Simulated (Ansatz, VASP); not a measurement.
## InAs: VASP beside Ansatz

File INCAR:

```
SYSTEM = InAs
PREC = Accurate
ENCUT = 500
EDIFF = 1E-6
ISMEAR = 0
SIGMA = 0.15
LREAL = .FALSE.
LASPH = .TRUE.
NELM = 120
ALGO = Normal
ISIF = 2
LWAVE = .FALSE.
LCHARG = .FALSE.
NBANDS = 16
GGA_COMPAT = .FALSE.
```

The input KPOINTS:

```
Automatic mesh
0
G
  14 14 14
  0 0 0
```

POSCAR

```
InAs
1.0
    0.0000000000      2.7543114896      2.7543114896
    2.7543114896      0.0000000000      2.7543114896
    2.7543114896      2.7543114896      0.0000000000
In As
1 1
Direct
    0.4776364237      0.5223635763      0.5223635763
    0.0342723764     -0.0342723764     -0.0342723764
```

Input for Ansatz:

```yaml
crystal:
  lattice:
    - [0.0, 2.7543114896, 2.7543114896]
    - [2.7543114896, 0.0, 2.7543114896]
    - [2.7543114896, 2.7543114896, 0.0]
  atoms:
    - { symbol: In, position: [0.4776364237, 0.5223635763, 0.5223635763] }
    - { symbol: As, position: [0.0342723764, -0.0342723764, -0.0342723764] }
basis:
  ecutwfc: 420
kpoints:
  mp_grid: { grid: [14, 14, 14] }
hamiltonian:
  xc: lda
  pseudopotentials: { kind: paw, azcp: { folder: soft_1 } }
scf:
  occupations: { method: gaussian, width: 0.15 }
output:
  forces: true
  stress: true
  eigenvalues: true
```

Change from the starting cell: mode 4 frozen in at -0.192 Å, equal normal strain along x, y and z -0.0167.

Alike in both runs: task single point; functional LDA; k mesh 14 × 14 × 14; occupations gaussian, width 0.15 eV; no spin polarisation.

|  | VASP | Ansatz |
| --- | --- | --- |
| version | VASP 6.6.1 | Ansatz 0.2.0 |
| potentials or method | VASP PAW LDA potentials, release 64 (In_d, As), cutoff 500 eV | scalar-relativistic, plane waves, PAW |
| valence electrons in the cell | 18 | 28 |

```tsv
	VASP	Ansatz	Ansatz less VASP
gap on the k mesh at the Fermi level (eV)	none	none	-
pressure (GPa)	8.2	7.8	-0.44
traceless stress, the component that is largest in VASP (GPa)	10.34	10.26	-0.076
rms of the force components (eV/Å)	1.006	0.993	-0.0138
```

Ansatz warns that its potentials were made for another functional, while VASP's fit it. LDA's correlation is that of Perdew and Zunger in VASP and of Perdew and Wang (1992) in Ansatz. Atom by atom the forces differ by 0.014 eV/Å (rms over components). A gap of «none» marks a metal or a gap that the smearing closes. VASP's potentials hold 18 valence electrons a cell and Ansatz's 28, so a difference there can come from the potentials and not from the codes.
